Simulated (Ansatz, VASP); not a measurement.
## HC12 in VASP and in Ansatz

```
CELL_PARAMETERS angstrom
4.88927 0.00000 0.00000
-2.44463 6.77393 0.00000
0.00000 0.00000 22.76841
ATOMIC_POSITIONS crystal
C 0.40208 0.30416 0.17568
C 0.40208 0.80416 0.17568
C 0.90208 0.30416 0.17568
C 0.90208 0.80416 0.17568
C 0.16304 0.32608 0.20598
C 0.16304 0.82608 0.20598
C 0.66304 0.32608 0.20598
C 0.66304 0.82608 0.20598
C 0.18464 0.36928 0.26663
C 0.18464 0.86928 0.26663
C 0.68464 0.36928 0.26663
C 0.68464 0.86928 0.26663
C 0.44616 0.39233 0.29605
C 0.44616 0.89233 0.29605
C 0.94616 0.39233 0.29605
C 0.94616 0.89233 0.29605
C 0.47156 0.44313 0.35911
C 0.47156 0.94313 0.35911
C 0.97156 0.44313 0.35911
C 0.97156 0.94313 0.35911
C 0.23270 0.46540 0.38511
C 0.23270 0.96540 0.38511
C 0.73270 0.46540 0.38511
C 0.73270 0.96540 0.38511
H 0.23270 0.92028 0.46110
H 0.23270 0.01053 0.46110
```

Alike in both runs: task single point; functional LDA; k mesh 6 × 4 × 1; occupations gaussian, width 0.05 eV; no spin polarisation.

|  | VASP | Ansatz |
| --- | --- | --- |
| version | VASP 6.6.1 | Ansatz 0.2.0 |
| potentials or method | VASP PAW LDA potentials, release 64 (C, H), cutoff 520 eV | scalar-relativistic, plane waves, PAW |
| valence electrons in the cell | 98 | 98 |

Ansatz gave:

- gap on the k mesh at the Fermi level (eV): none
- rms of the force components (eV/Å): 1.479

**Question.** What did VASP give for the same quantities?

**Answer.** gap on the k mesh at the Fermi level (eV): none; rms of the force components (eV/Å): 1.480.

Ansatz warns that its potentials were made for another functional, while VASP's fit it. LDA's correlation is that of Perdew and Zunger in VASP and of Perdew and Wang (1992) in Ansatz. Atom by atom the forces differ by 0.024 eV/Å (rms over components). A gap of «none» marks a metal or a gap that the smearing closes. Ansatz's warnings: xc potential rough in thin density.
